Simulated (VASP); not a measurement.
# CuI (rocksalt type) (Fm-3m) in VASP: further runs

The runs below take CuI (rocksalt type) through single point, relaxation of cell and atoms, with LDA.

Everything below comes from runs of VASP 6.6.1. Logs are shortened: lines on timing, memory, paths and dates and some standing lists are left out, and cuts for length are marked.

**1. The cell of the first run**

It takes space group Fm-3m (No. 225, cubic). Conventional cell: a = 5.539 Å, b = 5.539 Å, c = 5.539 Å, α = 90.00°, β = 90.00°, γ = 90.00°. Cu (site symmetry m-3m) has 6 I at 2.77 Å within 3.7 Å. I (site symmetry m-3m) has 6 Cu at 2.77 Å within 3.7 Å.

**2. Single point, LDA**

INCAR reads:

```
  ALGO = Normal
  EDIFF = 1E-7
  ENCUT = 520
  ISIF = 2
  ISMEAR = -1
  LASPH = True
  LCHARG = True
  LELF = True
  LREAL = False
  LVHAR = True
  LWAVE = False
  NBANDS = 16
  NELM = 60
  PREC = Accurate
  SIGMA = 0.08
```

KPOINTS reads:

```
k-points
0
Gamma
  13 13 13
```

POSCAR reads:

```
CuI
1.0
    0.0000000000      2.7695912641      2.7695912641
    2.7695912641      0.0000000000      2.7695912641
    2.7695912641      2.7695912641      0.0000000000
Cu I
1 1
Direct
    0.0000000000      0.0000000000      0.0000000000
    0.5000000000      0.5000000000      0.5000000000
```

Potentials or basis: VASP PAW LDA potentials, release 64 (Cu, I).

Command:

```
$ cat potpaw_LDA.64/Cu/POTCAR potpaw_LDA.64/I/POTCAR > POTCAR
$ mpirun -np 1 vasp_std > vasp.out
```

OUTCAR:

```text
EDIFF = 1E-7
   ENCUT = 520
   ISIF = 2
   ISMEAR = -1
   LASPH = True
   LREAL = False
   NELM = 60
   PREC = Accurate

 ion  position               nearest neighbor table
   1  0.000  0.000  0.000-   2 2.77   2 2.77   2 2.77   2 2.77   2 2.77   2 2.77
   2  0.500  0.500  0.500-   1 2.77   1 2.77   1 2.77   1 2.77   1 2.77   1 2.77

  LATTYP: Found a face centered cubic cell.
 ALAT       =     5.5391825282

  Lattice vectors:

 A1 = (   0.0000000000,   2.7695912641,   2.7695912641)
 A2 = (   2.7695912641,   0.0000000000,   2.7695912641)
 A3 = (   2.7695912641,   2.7695912641,   0.0000000000)

Analysis of symmetry for initial positions (statically):
=====================================================================
 Subroutine PRICEL returns:
 Original cell was already a primitive cell.

 Routine SETGRP: Setting up the symmetry group for a
 face centered cubic supercell.

 Subroutine GETGRP returns: Found 48 space group operations
 (whereof 48 operations were pure point group operations)
 out of a pool of 48 trial point group operations.

The static configuration has the point symmetry O_h .

Analysis of symmetry for dynamics (positions and initial velocities):
=====================================================================
 Subroutine PRICEL returns:
 Original cell was already a primitive cell.

 Routine SETGRP: Setting up the symmetry group for a
 face centered cubic supercell.

 Subroutine GETGRP returns: Found 48 space group operations
 (whereof 48 operations were pure point group operations)
 out of a pool of 48 trial point group operations.

The dynamic configuration has the point symmetry O_h .

 Subroutine INISYM returns: Found 48 space group operations
 (whereof 48 operations are pure point group operations),
 and found     1 'primitive' translations

----------------------------------------------------------------------------------------

                                     Primitive cell

  volume of cell :      42.4891

  direct lattice vectors                    reciprocal lattice vectors
     0.000000000  2.769591264  2.769591264    -0.180532054  0.180532054  0.180532054
     2.769591264  0.000000000  2.769591264     0.180532054 -0.180532054  0.180532054
     2.769591264  2.769591264  0.000000000     0.180532054  0.180532054 -0.180532054

  length of vectors
     3.916793528  3.916793528  3.916793528     0.312690690  0.312690690  0.312690690

  position of ions in fractional coordinates (direct lattice)
     0.000000000  0.000000000  0.000000000
     0.500000000  0.500000000  0.500000000

  ion indices of the primitive-cell ions
   primitive index   ion index
                 1           1
                 2           2

----------------------------------------------------------------------------------------

 KPOINTS: k-points

Automatic generation of k-mesh.
 Grid dimensions read from file:
 generate k-points for:   13   13   13

 Generating k-lattice:

  Cartesian coordinates                     Fractional coordinates (reciprocal lattice)
    -0.013887081  0.013887081  0.013887081     0.076923077  0.000000000  0.000000000
     0.013887081 -0.013887081  0.013887081     0.000000000  0.076923077  0.000000000
     0.013887081  0.013887081 -0.013887081     0.000000000  0.000000000  0.076923077

  Length of vectors
     0.024053130  0.024053130  0.024053130

  Shift w.r.t. Gamma in fractional coordinates (k-lattice)
     0.000000000  0.000000000  0.000000000

 Subroutine IBZKPT returns following result:
 ===========================================

 Found     84 irreducible k-points:

 Following reciprocal coordinates:
            Coordinates               Weight
  0.000000  0.000000  0.000000      1.000000
  0.076923  0.000000  0.000000      8.000000
  0.153846  0.000000  0.000000      8.000000
  0.230769  0.000000  0.000000      8.000000
  0.307692  0.000000  0.000000      8.000000
  0.384615  0.000000  0.000000      8.000000
[... 16 lines left out ...]
  0.384615  0.153846  0.000000     24.000000
  0.461538  0.153846  0.000000     24.000000
 [... further k-points ...]
   k-points           NKPTS =     84   k-points in BZ     NKDIM =     84   number of bands    NBANDS=     16
   number of dos      NEDOS =    301   number of ions     NIONS =      2
   total plane-waves  NPLWV =  27000
   dimension x,y,z NGX =    30 NGY =   30 NGZ =   30
   dimension x,y,z NGXF=    60 NGYF=   60 NGZF=   60
   ions per type =               1   1
   NGX,Y,Z   is equivalent  to a cutoff of  12.73, 12.73, 12.73 a.u.
   NGXF,Y,Z  is equivalent  to a cutoff of  25.47, 25.47, 25.47 a.u.
 SYSTEM =  unknown system
   PREC   = accura    normal or accurate (medium, high low for compatibility)
   ISTART =      0    job   : 0-new  1-cont  2-samecut
   ICHARG =      2    charge: 1-file 2-atom 10-const
   ISPIN  =      1    spin polarized calculation?
   LNONCOLLINEAR =      F non collinear calculations
   LSORBIT =      F    spin-orbit coupling
   LASPH  =      T    aspherical Exc in radial PAW
   ENCUT  =  520.0 eV  38.22 Ry    6.18 a.u.   7.28  7.28  7.28*2*pi/ulx,y,z
   NELM   =     60;   NELMIN=  2; NELMDL= -5     # of ELM steps
   EDIFF  = 0.1E-06   stopping-criterion for ELM
   LREAL  =      F    real-space projection
   EDIFFG = 0.1E-05   stopping-criterion for IOM
   NSW    =      0    number of steps for IOM
   IBRION =     -1    ionic relax: 0-MD 1-quasi-New 2-CG
   NFREE  =      0    steps in history (QN), initial steepest desc. (CG)
   ISIF   =      2    stress and relaxation
   ISYM   =      2    0-nonsym 1-usesym 2-fastsym
   POTIM  = 0.5000    time-step for ionic-motion
   TEBEG  =    0.0;   TEEND  =   0.0 temperature during run
   PSTRESS=    0.0 pullay stress
   NELECT =      18.0000    total number of electrons
   NUPDOWN=      -1.0000    fix difference up-down
   EMIN   =  10.00;   EMAX   =-10.00  energy-range for DOS
   EFERMI =   0.00;   METHOD = LEGACY
   ISMEAR =    -1;   SIGMA  =   0.08  broadening in eV -4-tet -1-fermi 0-gaus
   EFERMI_NEDOS =   21; number of points for ismear=-14 and -15
   IALGO  =     38    algorithm
   IMIX   =      4    mixing-type and parameters
     AMIX     =   0.40;   BMIX     =  1.00
     AMIX_MAG =   1.60;   BMIX_MAG =  1.00
  volume/ion in A,a.u.               =      21.24       143.37
  Fermi-wavevector in a.u.,A,eV,Ry     =   1.229532  2.323479 20.568607  1.511750
  Thomas-Fermi vector in A             =   2.364416
   LORBIT       =      0    0 simple, 1 ext, 2 COOP (PROOUT), +10 PAW based schemes
   GGA     = CA    functional components
   LHFCALC =     F    Hartree Fock is set to
   AEXX    =    0.0000 exact exchange contribution
   IVDW    =     0    specifies the selected vdW correction
   LEPSILON=     F    determine dielectric tensor
   LRPA    =     F    only Hartree local field effects (RPA)
 non-spin polarized calculation
  energy-cutoff  :      520.00
  volume of cell :       42.49
 maximum number of plane-waves:      1163
 NGX is ok and might be reduce to    30
   NGX = 15   NGY = 15   NGZ = 15

 number of electron      17.9999987 magnetization

 Free energy of the ion-electron system (eV)
  ---------------------------------------------------
  ext. energy  EPLUGINS =         0.00000000
  ---------------------------------------------------
  free energy    TOTEN  =        -6.59859942 eV

  energy without entropy =       -6.58629908  energy(sigma->0) =       -6.59244925

 E-fermi :   7.2944     XC(G=0): -10.7905

 val. band max:        7.2880112377   @ k =  -0.3846   0.0769   0.0000
 cond. band min:       7.6105463211   @ k =  -0.4615   0.3846   0.0000
 fundamental gap:      0.3225350834
 Fermi energy:         7.2944441786

 k-point     1 :       0.0000    0.0000    0.0000
  band No.  band energies     occupation
      1      -7.6262      2.00000
      2       4.8323      2.00000
      3       4.8323      2.00000
      4       4.8471      2.00000
      5       4.8471      2.00000
      6       4.8471      2.00000
[... 8 lines left out ...]
     15      16.1120      0.00000
     16      16.1120      0.00000

 k-point     2 :       0.0769    0.0000    0.0000
  band No.  band energies     occupation
      1      -7.5718      2.00000
      2       4.5617      2.00000
      3       4.5987      2.00000
      4       4.5987      2.00000
      5       4.8595      2.00000
      6       4.8595      2.00000
[... 8 lines left out ...]
     15      15.6221      0.00000
     16      15.9522      0.00000

 k-point     3 :       0.1538    0.0000    0.0000
  band No.  band energies     occupation
      1      -7.4145      2.00000
      2       3.5839      2.00000
      3       4.2252      2.00000
      4       4.2252      2.00000
      5       4.8999      2.00000
      6       4.8999      2.00000
[... 8 lines left out ...]
     15      15.5617      0.00000
     16      15.6652      0.00000

 k-point     4 :       0.2308    0.0000    0.0000
  band No.  band energies     occupation
      1      -7.1725      2.00000
      2       2.4567      2.00000
      3       3.8809      2.00000
      4       3.8809      2.00000
      5       4.9582      2.00000
      6       4.9582      2.00000
[... 8 lines left out ...]
     15      16.1221      0.00000
     16      16.1221      0.00000

 k-point     5 :       0.3077    0.0000    0.0000
  band No.  band energies     occupation
      1      -6.8828      2.00000
      2       1.4366      2.00000
      3       3.6034      2.00000
      4       3.6034      2.00000
      5       5.0219      2.00000
      6       5.0219      2.00000
[... 8 lines left out ...]
     15      16.9747      0.00000
     16      16.9747      0.00000

 k-point     6 :       0.3846    0.0000    0.0000
  band No.  band energies     occupation
      1      -6.6076      2.00000
      2       0.6521      2.00000
      3       3.4102      2.00000
      4       3.4102      2.00000
      5       5.0762      2.00000
      6       5.0762      2.00000
[... 8 lines left out ...]
     15      18.0413      0.00000
     16      18.0413      0.00000

 k-point     7 :       0.4615    0.0000    0.0000
  band No.  band energies     occupation
      1      -6.4332      2.00000
      2       0.2173      2.00000
      3       3.3113      2.00000
      4       3.3113      2.00000
      5       5.1075      2.00000
      6       5.1075      2.00000
[... 8 lines left out ...]
     15      19.1716      0.00000
     16      19.1716      0.00000

 k-point     8 :       0.0769    0.0769    0.0000
  band No.  band energies     occupation
      1      -7.5539      2.00000
      2       4.2616      2.00000
      3       4.7067      2.00000
      4       4.7067      2.00000
      5       4.8287      2.00000
      6       4.8401      2.00000
[... 8 lines left out ...]
     15      16.5348      0.00000
     16      16.5348      0.00000

 k-point     9 :       0.1538    0.0769    0.0000
  band No.  band energies     occupation
      1      -7.4315      2.00000
      2       3.6574      2.00000
      3       4.3518      2.00000
      4       4.4132      2.00000
      5       4.8490      2.00000
      6       4.8892      2.00000
[... 8 lines left out ...]
     15      16.4710      0.00000
     16      16.4880      0.00000
[... 172 lines left out ...]
 k-point    19 :      -0.0769    0.0769    0.0000
  band No.  band energies     occupation
      1      -7.4834      2.00000
      2       3.9693      2.00000
      3       4.3037      2.00000
      4       4.5230      2.00000
      5       4.8716      2.00000
      6       4.8845      2.00000
[... 8 lines left out ...]
     15      15.9986      0.00000
     16      16.3804      0.00000

 k-point    20 :       0.1538    0.1538    0.0000
  band No.  band energies     occupation
      1      -7.3471      2.00000
      2       3.2927      2.00000
      3       4.4213      2.00000
      4       4.4213      2.00000
      5       4.7773      2.00000
      6       4.8617      2.00000
[... 8 lines left out ...]
     15      17.5501      0.00000
     16      17.5501      0.00000

 k-point    21 :       0.2308    0.1538    0.0000
  band No.  band energies     occupation
      1      -7.1711      2.00000
      2       2.7176      2.00000
      3       4.0620      2.00000
      4       4.1580      2.00000
      5       4.8006      2.00000
      6       4.9251      2.00000
[... 8 lines left out ...]
     15      17.6015      0.00000
     16      17.7034      0.00000

 k-point    22 :       0.3077    0.1538    0.0000
  band No.  band energies     occupation
      1      -6.9274      2.00000
      2       1.9910      2.00000
      3       3.6096      2.00000
      4       3.8394      2.00000
      5       4.8626      2.00000
      6       5.0154      2.00000
[... 8 lines left out ...]
     15      17.8418      0.00000
     16      18.0772      0.00000

 k-point    23 :       0.3846    0.1538    0.0000
  band No.  band energies     occupation
      1      -6.6593      2.00000
      2       1.2601      2.00000
      3       3.2713      2.00000
      4       3.5748      2.00000
      5       4.9353      2.00000
      6       5.0858      2.00000
[... 8 lines left out ...]
     15      18.5713      0.00000
     16      18.9606      0.00000

 k-point    24 :       0.4615    0.1538    0.0000
  band No.  band energies     occupation
      1      -6.4328      2.00000
      2       0.7019      2.00000
      3       3.0556      2.00000
      4       3.3941      2.00000
      5       5.0111      2.00000
      6       5.1222      2.00000
[... 8 lines left out ...]
     15      19.5826      0.00000
     16      19.7850      0.00000

 [... further k-points ...]
[... 5 lines left out ...]
  --------------------------------------------------------------------------------------
  -------------------------------------------------------------------------------------
  Total       -0.1412099     -0.1412099     -0.1412099      0.0000000      0.0000000      0.0000000
  in kB       -5.3247427     -5.3247427     -5.3247427      0.0000000      0.0000000      0.0000000
  external PRESSURE =      -5.3247427 kB  Pullay stress =       0.0000000 kB

 VOLUME and BASIS-vectors are now :
 -----------------------------------------------------------------------------
  energy-cutoff  :      520.00
  volume of cell :       42.49
      direct lattice vectors                 reciprocal lattice vectors
     0.000000000  2.769591264  2.769591264    -0.180532054  0.180532054  0.180532054
     2.769591264  0.000000000  2.769591264     0.180532054 -0.180532054  0.180532054
     2.769591264  2.769591264  0.000000000     0.180532054  0.180532054 -0.180532054

 POSITION                                       TOTAL-FORCE (eV/Angst)
 -----------------------------------------------------------------------------------
      0.00000      0.00000      0.00000        -0.000000     -0.000000     -0.000000
      2.76959      2.76959      2.76959         0.000000      0.000000      0.000000
 -----------------------------------------------------------------------------------
    total drift:                               -0.000000      0.000000      0.000000

  FREE ENERGIE OF THE ION-ELECTRON SYSTEM (eV)
  ---------------------------------------------------
  free  energy   TOTEN  =        -6.5985994247 eV

  energy  without entropy=       -6.5862990843  energy(sigma->0) =       -6.59244925
```

It took 1.9 min on 1 thread of AMD EPYC 7R13, shared host; peak memory 0.16 GiB.

Results:

```yaml
Free_energy: -6.5986 eV
Pressure: -0.5 GPa
Band_gap_on_the_k_mesh: zero (bands 9 and 10 overlap by 0.62 eV)
```

Levels at points of the mesh, in eV from the Fermi level:
```tsv
k point	band 5	band 6	band 7	band 8	band 9	band 10	band 11	band 12	band 13	band 14
(0.00, 0.00, 0.00)	-2.45	-2.45	-1.83	-1.83	-1.83	1.23	7.39	7.39	7.39	8.78
```

Caveat: spin-orbit coupling is left out, which moves the levels of the heavy elements.

**3. Relaxation of cell and atoms, LDA**

This run uses another cell than the first one, of 17.87 Å³/atom.

INCAR reads:

```
  PREC = Accurate
  ENCUT = 600
  EDIFF = 1E-7
  ISMEAR = -1
  SIGMA = 0.08
  LREAL = False
  LASPH = True
  NELM = 60
  ALGO = Normal
  ISIF = 3
  LWAVE = False
  LCHARG = False
  IBRION = 2
  NSW = 60
  EDIFFG = -0.005
```

KPOINTS reads:

```
regular mesh
0
Gamma
  13 13 13
```

POSCAR reads:

```
CuI
1.0
    0.0000000000      2.6142771442      2.6142771442
    2.6142771442      0.0000000000      2.6142771442
    2.6142771442      2.6142771442      0.0000000000
Cu I
1 1
Direct
    0.0000000000      0.0000000000      0.0000000000
    0.5000000000      0.5000000000      0.5000000000
```

Potentials or basis: VASP PAW LDA potentials, release 64 (Cu, I).

Command:

```
$ cat potpaw_LDA.64/Cu/POTCAR potpaw_LDA.64/I/POTCAR > POTCAR
$ mpirun -np 1 vasp_std > vasp.out
```

Wall time 6 min (1 thread of AMD EPYC 7R13, shared host); peak memory 0.17 GiB.

Results (log left out):

```
Free energy                           : -6.5986 eV
Relaxed volume                        : 21.07 Å³/atom
Relaxed cell                          : a = 3.906 Å, b = 3.906 Å, c = 3.906 Å, α = 60.00°, β = 60.00°, γ = 60.00°
Space group after relaxing (to 0.1 Å) : Fm-3m (No. 225)
Energy gained by relaxing             : 144.6 meV/atom
Ionic steps                           : 3
Pressure after relaxing               : 0.0 GPa
Band gap on the k mesh                : zero (bands 9 and 10 overlap by 0.63 eV)
```

Step by step:
| step | energy change (eV) | largest force (eV/Å) | pressure (GPa) | volume (Å³) |
| --- | --- | --- | --- | --- |
| 1 | 0.0000 | 0.0000 | 16.99 | 35.73 |
| 2 | -0.2140 | 0.0000 | -4.98 | 46.46 |
| 3 | -0.2893 | 0.0000 | -0.02 | 42.14 |

Final structure:
```
CELL_PARAMETERS angstrom
0.00000 2.76194 2.76194
2.76194 0.00000 2.76194
2.76194 2.76194 0.00000
ATOMIC_POSITIONS crystal
Cu 0.00000 0.00000 0.00000
I 0.50000 0.50000 0.50000
```

Levels at points of the mesh, in eV from the Fermi level:
| k point | band 6 | band 7 | band 8 | band 9 | band 10 | band 11 | band 12 | band 13 |
| --- | --- | --- | --- | --- | --- | --- | --- | --- |
| (0.00, 0.00, 0.00) | -2.49 | -1.84 | -1.84 | -1.84 | 1.27 | 7.39 | 7.39 | 7.39 |

Caveat: the volume moved by over 15 % at a fixed basis, so the end points are rough; spin-orbit coupling is left out, which moves the levels of the heavy elements.

The gap in the log of VASP goes by the Fermi energy; the results here count the filled bands.